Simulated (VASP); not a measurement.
# Ti in VASP: notebook

Runs on Ti. Level: r2SCAN. Tasks: single point, relaxation of cell and atoms.

All numbers are computed with VASP 6.6.1; they aren't measurements. Logs are shortened: lines on timing, memory, paths and dates and some standing lists are left out, and cuts for length are marked.

### 1 The cell of the first run

The structure is cubic, space group Fm-3m (No. 225). The conventional cell has a = 4.110 Å, b = 4.110 Å, c = 4.110 Å, α = 90.00°, β = 90.00°, γ = 90.00°. Ti (site symmetry m-3m) has 12 Ti at 2.91 Å within 3.8 Å.

### 2 Single point, r2SCAN

File POSCAR:

```
Ti
1.0
    0.0000000000     -2.0551516152     -2.0551516152
    0.0000000000      2.0551516152     -2.0551516152
    4.1103032304      0.0000000000      0.0000000000
Ti
2
Direct
    0.5000000000      0.5000000000      0.5000000000
    0.0000000000      0.0000000000      0.0000000000
```

File INCAR.step1:

```
PREC     = Accurate       # precision mode
ENCUT    = 520            # plane-wave cutoff, eV
ISMEAR   = 0              # smearing method
SIGMA    = 0.15           # smearing width, eV
LREAL    = F              # projectors in reciprocal space
LASPH    = T              # aspherical terms in the spheres
NELM     = 60             # most SCF steps
NBANDS   = 19             # bands
GGA      = PE             # functional
ALGO     = Normal         # electronic algorithm
EDIFF    = 1E-4           # SCF threshold, eV
LWAVE    = T              # write WAVECAR
LCHARG   = F              # write CHGCAR
```

File INCAR.step2:

```
PREC     = Accurate       # precision mode
ENCUT    = 520            # plane-wave cutoff, eV
EDIFF    = 1E-6           # SCF threshold, eV
ISMEAR   = 0              # smearing method
SIGMA    = 0.15           # smearing width, eV
LREAL    = F              # projectors in reciprocal space
LASPH    = T              # aspherical terms in the spheres
NELM     = 60             # most SCF steps
ALGO     = Normal         # electronic algorithm
ISIF     = 2              # what is computed and relaxed
LWAVE    = F              # write WAVECAR
LCHARG   = F              # write CHGCAR
METAGGA  = R2SCAN         # meta-GGA
LMIXTAU  = T            
NBANDS   = 19             # bands
ISTART   = 1
```

File KPOINTS:

```
regular mesh
0
Gamma
  12 12 8
```

Potentials or basis: VASP PAW PBE potentials, release 64 (Ti_sv).

The run is started by

```console
> cat potpaw_PBE.64/Ti_sv/POTCAR > POTCAR
> cp INCAR.step1 INCAR
> mpirun -np 1 vasp_std > vasp.out
> cp INCAR.step2 INCAR
> mpirun -np 1 vasp_std > vasp.out
```

OUTCAR:

```text
PREC = Accurate
   ENCUT = 520
   EDIFF = 1E-6
   ISMEAR = 0
   LREAL = F
   LASPH = T
   NELM = 60
   ISIF = 2
   METAGGA = R2SCAN
   ISTART = 1

 ion  position               nearest neighbor table
   1  0.500  0.500  0.500-   2 2.91   2 2.91   2 2.91   2 2.91   2 2.91   2 2.91   2 2.91   2 2.91

   2  0.000  0.000  0.000-   1 2.91   1 2.91   1 2.91   1 2.91   1 2.91   1 2.91   1 2.91   1 2.91

  LATTYP: Found a simple tetragonal cell.
 ALAT       =     2.9064232869
 C/A-ratio  =     1.4142135624

  Lattice vectors:

 A1 = (   0.0000000000,  -2.0551516152,  -2.0551516152)
 A2 = (   0.0000000000,   2.0551516152,  -2.0551516152)
 A3 = (   4.1103032304,   0.0000000000,   0.0000000000)

Analysis of symmetry for initial positions (statically):
=====================================================================
 Subroutine PRICEL returns following result:

  LATTYP: Found a face centered cubic cell.
 ALAT       =     4.1103032304

  Lattice vectors:

 A1 = (  -2.0551516152,   0.0000000000,   2.0551516152)
 A2 = (  -2.0551516152,  -2.0551516152,   0.0000000000)
 A3 = (  -0.0000000000,  -2.0551516152,   2.0551516152)

   2 primitive cells build up your supercell.

 Routine SETGRP: Setting up the symmetry group for a
 simple tetragonal supercell.

 Subroutine GETGRP returns: Found 16 space group operations
 (whereof 16 operations were pure point group operations)
 out of a pool of 16 trial point group operations.

The static configuration has the point symmetry D_4h.

Analysis of symmetry for dynamics (positions and initial velocities):
=====================================================================
 Subroutine PRICEL returns following result:

  LATTYP: Found a face centered cubic cell.
 ALAT       =     4.1103032304

  Lattice vectors:

 A1 = (  -2.0551516152,   0.0000000000,   2.0551516152)
 A2 = (  -2.0551516152,  -2.0551516152,   0.0000000000)
 A3 = (  -0.0000000000,  -2.0551516152,   2.0551516152)

   2 primitive cells build up your supercell.

 Routine SETGRP: Setting up the symmetry group for a
 simple tetragonal supercell.

 Subroutine GETGRP returns: Found 16 space group operations
 (whereof 16 operations were pure point group operations)
 out of a pool of 16 trial point group operations.

The dynamic configuration has the point symmetry D_4h.

 Subroutine INISYM returns: Found 16 space group operations
 (whereof 16 operations are pure point group operations),
 and found     2 'primitive' translations

----------------------------------------------------------------------------------------

                                     Primitive cell

  volume of cell :      17.3605

  direct lattice vectors                    reciprocal lattice vectors
    -2.055151615  0.000000000  2.055151615    -0.243291053  0.243291053  0.243291053
    -2.055151615 -2.055151615  0.000000000    -0.243291053 -0.243291053 -0.243291053
    -0.000000000 -2.055151615  2.055151615     0.243291053 -0.243291053  0.243291053

  length of vectors
     2.906423287  2.906423287  2.906423287     0.421392464  0.421392464  0.421392464

  position of ions in fractional coordinates (direct lattice)
     0.000000000  0.000000000  1.000000000

  ion indices of the primitive-cell ions
   primitive index   ion index
                 1           1

----------------------------------------------------------------------------------------

 KPOINTS: regular mesh

Automatic generation of k-mesh.
 Grid dimensions read from file:
 generate k-points for:   12   12    8

 Generating k-lattice:

  Cartesian coordinates                     Fractional coordinates (reciprocal lattice)
     0.000000000 -0.020274254 -0.020274254     0.083333333  0.000000000  0.000000000
     0.000000000  0.020274254 -0.020274254     0.000000000  0.083333333  0.000000000
     0.030411382  0.000000000  0.000000000     0.000000000  0.000000000  0.125000000

  Length of vectors
     0.028672126  0.028672126  0.030411382

  Shift w.r.t. Gamma in fractional coordinates (k-lattice)
     0.000000000  0.000000000  0.000000000

 Subroutine IBZKPT returns following result:
 ===========================================

 Found    140 irreducible k-points:

 Following reciprocal coordinates:
            Coordinates               Weight
  0.000000  0.000000  0.000000      1.000000
  0.083333  0.000000  0.000000      4.000000
  0.166667  0.000000  0.000000      4.000000
  0.250000  0.000000  0.000000      4.000000
  0.333333  0.000000  0.000000      4.000000
  0.416667  0.000000  0.000000      4.000000
[... 16 lines left out ...]
  0.333333  0.333333  0.000000      4.000000
  0.416667  0.333333  0.000000      8.000000
 [... further k-points ...]
   k-points           NKPTS =    140   k-points in BZ     NKDIM =    140   number of bands    NBANDS=     19
   number of dos      NEDOS =    301   number of ions     NIONS =      2
   total plane-waves  NPLWV =  18432
   dimension x,y,z NGX =    24 NGY =   24 NGZ =   32
   dimension x,y,z NGXF=    48 NGYF=   48 NGZF=   64
   ions per type =               2
   NGX,Y,Z   is equivalent  to a cutoff of  13.73, 13.73, 12.94 a.u.
   NGXF,Y,Z  is equivalent  to a cutoff of  27.46, 27.46, 25.89 a.u.
 SYSTEM =  unknown system
   PREC   = accura    normal or accurate (medium, high low for compatibility)
   ISTART =      1    job   : 0-new  1-cont  2-samecut
   ICHARG =      0    charge: 1-file 2-atom 10-const
   ISPIN  =      1    spin polarized calculation?
   LNONCOLLINEAR =      F non collinear calculations
   LSORBIT =      F    spin-orbit coupling
   LASPH  =      T    aspherical Exc in radial PAW
   ENCUT  =  520.0 eV  38.22 Ry    6.18 a.u.   5.40  5.40  7.64*2*pi/ulx,y,z
   NELM   =     60;   NELMIN=  2; NELMDL=  0     # of ELM steps
   EDIFF  = 0.1E-05   stopping-criterion for ELM
   LREAL  =      F    real-space projection
   EDIFFG = 0.1E-04   stopping-criterion for IOM
   NSW    =      0    number of steps for IOM
   IBRION =     -1    ionic relax: 0-MD 1-quasi-New 2-CG
   NFREE  =      0    steps in history (QN), initial steepest desc. (CG)
   ISIF   =      2    stress and relaxation
   ISYM   =      2    0-nonsym 1-usesym 2-fastsym
   POTIM  = 0.5000    time-step for ionic-motion
   TEBEG  =    0.0;   TEEND  =   0.0 temperature during run
   PSTRESS=    0.0 pullay stress
   NELECT =      24.0000    total number of electrons
   NUPDOWN=      -1.0000    fix difference up-down
   EMIN   =  10.00;   EMAX   =-10.00  energy-range for DOS
   EFERMI =   0.00;   METHOD = LEGACY
   ISMEAR =     0;   SIGMA  =   0.15  broadening in eV -4-tet -1-fermi 0-gaus
   EFERMI_NEDOS =   21; number of points for ismear=-14 and -15
   IALGO  =     38    algorithm
   IMIX   =      4    mixing-type and parameters
     AMIX     =   0.40;   BMIX     =  1.00
     AMIX_MAG =   1.60;   BMIX_MAG =  1.00
  volume/ion in A,a.u.               =      17.36       117.15
  Fermi-wavevector in a.u.,A,eV,Ry     =   1.447487  2.735354 28.507185  2.095219
  Thomas-Fermi vector in A             =   2.565436
   LORBIT       =      0    0 simple, 1 ext, 2 COOP (PROOUT), +10 PAW based schemes
   METAGGA = R2SCAN    functional components
   LHFCALC =     F    Hartree Fock is set to
   AEXX    =    0.0000 exact exchange contribution
   IVDW    =     0    specifies the selected vdW correction
   LEPSILON=     F    determine dielectric tensor
   LRPA    =     F    only Hartree local field effects (RPA)
 non-spin polarized calculation
 Gauss-broadening in eV      SIGMA  =   0.15
  energy-cutoff  :      520.00
  volume of cell :       34.72
 maximum number of plane-waves:       960
 NGX is ok and might be reduce to    24
   NGX = 11   NGY = 11   NGZ = 15

 number of electron      24.0000012 magnetization

 Free energy of the ion-electron system (eV)
  ---------------------------------------------------
  ext. energy  EPLUGINS =         0.00000000
  ---------------------------------------------------
  free energy    TOTEN  =       -25.77532847 eV

  energy without entropy =      -25.73761047  energy(sigma->0) =      -25.75646947

 E-fermi :   8.2405     XC(G=0): -12.4147

 val. band max:        8.2226207668   @ k =   0.0000   0.0000   0.3750
 cond. band min:       8.2450921243   @ k =   0.3333   0.2500   0.1250
 fundamental gap:      0.0224713575
 Fermi energy:         8.2405210550

 k-point     1 :       0.0000    0.0000    0.0000
  band No.  band energies     occupation
      1     -50.8077      2.00000
      2     -50.6373      2.00000
      3     -26.2623      2.00000
      4     -25.8529      2.00000
      5     -25.8529      2.00000
      6     -25.6113      2.00000
[... 11 lines left out ...]
     18      12.1319      0.00000
     19      12.3067      0.00000

 k-point     2 :       0.0833    0.0000    0.0000
  band No.  band energies     occupation
      1     -50.8021      2.00000
      2     -50.6373      2.00000
      3     -26.2487      2.00000
      4     -25.8744      2.00000
      5     -25.8466      2.00000
      6     -25.6404      2.00000
[... 11 lines left out ...]
     18      11.9746      0.00000
     19      12.2582      0.00000

 k-point     3 :       0.1667    0.0000    0.0000
  band No.  band energies     occupation
      1     -50.7858      2.00000
      2     -50.6379      2.00000
      3     -26.2095      2.00000
      4     -25.9321      2.00000
      5     -25.8287      2.00000
      6     -25.7234      2.00000
[... 11 lines left out ...]
     18      11.5803      0.00000
     19      12.1145      0.00000

 k-point     4 :       0.2500    0.0000    0.0000
  band No.  band energies     occupation
      1     -50.7616      2.00000
      2     -50.6406      2.00000
      3     -26.1484      2.00000
      4     -26.0075      2.00000
      5     -25.8384      2.00000
      6     -25.8014      2.00000
[... 407 lines left out ...]
     18      11.6209      0.00000
     19      13.0889      0.00000

 k-point    23 :       0.3333    0.3333    0.0000
  band No.  band energies     occupation
      1     -50.6801      2.00000
      2     -50.6370      2.00000
      3     -26.1608      2.00000
      4     -26.1094      2.00000
      5     -25.9580      2.00000
      6     -25.8609      2.00000
[... 11 lines left out ...]
     18      11.8419      0.00000
     19      12.3089      0.00000

 k-point    24 :       0.4167    0.3333    0.0000
  band No.  band energies     occupation
      1     -50.6619      2.00000
      2     -50.6396      2.00000
      3     -26.1978      2.00000
      4     -26.1716      2.00000
      5     -25.9107      2.00000
      6     -25.8517      2.00000
[... 11 lines left out ...]
     18      12.1057      0.00000
     19      12.2175      0.00000

 [... further k-points ...]
[... 5 lines left out ...]
  --------------------------------------------------------------------------------------
  -------------------------------------------------------------------------------------
  Total        0.1164716      0.0720631      0.0720631      0.0000000      0.0000000     -0.0000000
  in kB        5.3745130      3.3253072      3.3253072      0.0000000      0.0000000     -0.0000000
  external PRESSURE =       4.0083758 kB  Pullay stress =       0.0000000 kB

 VOLUME and BASIS-vectors are now :
 -----------------------------------------------------------------------------
  energy-cutoff  :      520.00
  volume of cell :       34.72
      direct lattice vectors                 reciprocal lattice vectors
     0.000000000 -2.055151615 -2.055151615     0.000000000 -0.243291053 -0.243291053
     0.000000000  2.055151615 -2.055151615     0.000000000  0.243291053 -0.243291053
     4.110303230  0.000000000  0.000000000     0.243291053  0.000000000  0.000000000

 POSITION                                       TOTAL-FORCE (eV/Angst)
 -----------------------------------------------------------------------------------
      2.05515      0.00000     -2.05515        -0.000000      0.000000     -0.000000
      0.00000      0.00000      0.00000         0.000000     -0.000000      0.000000
 -----------------------------------------------------------------------------------
    total drift:                               -0.000000      0.000000     -0.000000

  FREE ENERGIE OF THE ION-ELECTRON SYSTEM (eV)
  ---------------------------------------------------
  free  energy   TOTEN  =       -25.7753284682 eV

  energy  without entropy=      -25.7376104711  energy(sigma->0) =      -25.75646947
```

Wall time 6.3 min (1 thread of AMD EPYC 7R43 (Zen 3), shared host); peak memory 0.17 GiB.

What came out:

| Item | Value |
| --- | --- |
| Free energy | -25.7753 eV |
| Pressure | 0.4 GPa |
| Band gap on the k mesh | zero (band 12 reaches 9.24 eV, above the bottom of band 13 at 7.82 eV) |

Caveat: the PAW data sets were made with another functional, which shifts forces and pressure a little.

[end of part 1 of 2]
